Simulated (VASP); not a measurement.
A run of VASP 6.6.1 is set up as follows.

The input INCAR:

```
SYSTEM = Te2Mo
PREC     = Accurate       ! precision mode
ENCUT    = 520            ! plane-wave cutoff, eV
EDIFF    = 1E-7           ! SCF threshold, eV
ISMEAR   = -1             ! smearing method
SIGMA    = 0.05           ! smearing width, eV
LREAL    = .False.        ! projectors in reciprocal space
LASPH    = .True.         ! aspherical terms in the spheres
NELM     = 60             ! most SCF steps
ALGO     = Normal         ! electronic algorithm
ISIF     = 2              ! what is computed and relaxed
LWAVE    = .False.        ! write WAVECAR
LCHARG   = .True.         ! write CHGCAR
LELF     = .True.         ! ELF
LVHAR    = .True.       
NBANDS   = 35             ! bands
```

The input KPOINTS:

```
regular mesh
0
Gamma
  9 9 2
  0 0 0
```

POSCAR

```
Te2Mo
1.0
    3.6302210686      0.0000000000      0.0000000000
   -1.8151105343      3.1438636667      0.0000000000
    0.0000000000      0.0000000000     25.2978812835
Te Mo
4 2
Direct
    0.3333333333      0.6666666667      0.2236394800
    0.6666666667      0.3333333333      0.9206288600
    0.6666666667      0.3333333333      0.7763605200
    0.3333333333      0.6666666667      0.0793711400
    0.6666666667      0.3333333333      0.1515414900
    0.3333333333      0.6666666667      0.8484585100
```

Potentials or basis: VASP PAW LDA potentials, release 64 (Te, Mo_sv).

Run with:

```sh
$ cat potpaw_LDA.64/Te/POTCAR potpaw_LDA.64/Mo_sv/POTCAR > POTCAR
$ mpirun -np 1 vasp_std > vasp.out
```

(1) Estimate the largest force.

(2) Estimate the band gap on the k mesh.

Answers

(1) 1.093 eV/Å.

(2) 0.94 eV.

Caveat: there is no dipole correction, which matters where the two faces differ; spin-orbit coupling is left out, which moves the levels of the heavy elements.
